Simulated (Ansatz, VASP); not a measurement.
**Ca: VASP beside Ansatz**

```xyz
2
Lattice="3.9386 0.0000 0.0000 -1.9693 3.4109 0.0000 0.0000 0.0000 6.4543" Properties=species:S:1:pos:R:3 pbc="T T T"
Ca    0.0000    2.2739    1.6136
Ca    1.9693    1.1370    4.8407
```

Alike in both runs: functional r2SCAN; k mesh 12 × 12 × 6; occupations gaussian, width 0.1 eV; no spin polarisation.

Ansatz relaxed the structure, and its values are those at the end. VASP's run is a single point on that final structure, the one shown.

```csv
,VASP,Ansatz
version,VASP 6.6.1,Ansatz 0.2.0
potentials or method,"VASP PAW PBE potentials, release 64 (Ca_sv), cutoff 520 eV","scalar-relativistic, plane waves, PAW"
valence electrons in the cell,20,20
```

Ansatz gave:

- gap on the k mesh at the Fermi level (eV): none
- pressure (GPa): 0.0

Task: What did VASP give for the same quantities?

Result: gap on the k mesh at the Fermi level (eV): none; pressure (GPa): 0.1.

VASP's potentials were made for PBE, not for r2SCAN. A gap of «none» marks a metal or a gap that the smearing closes.
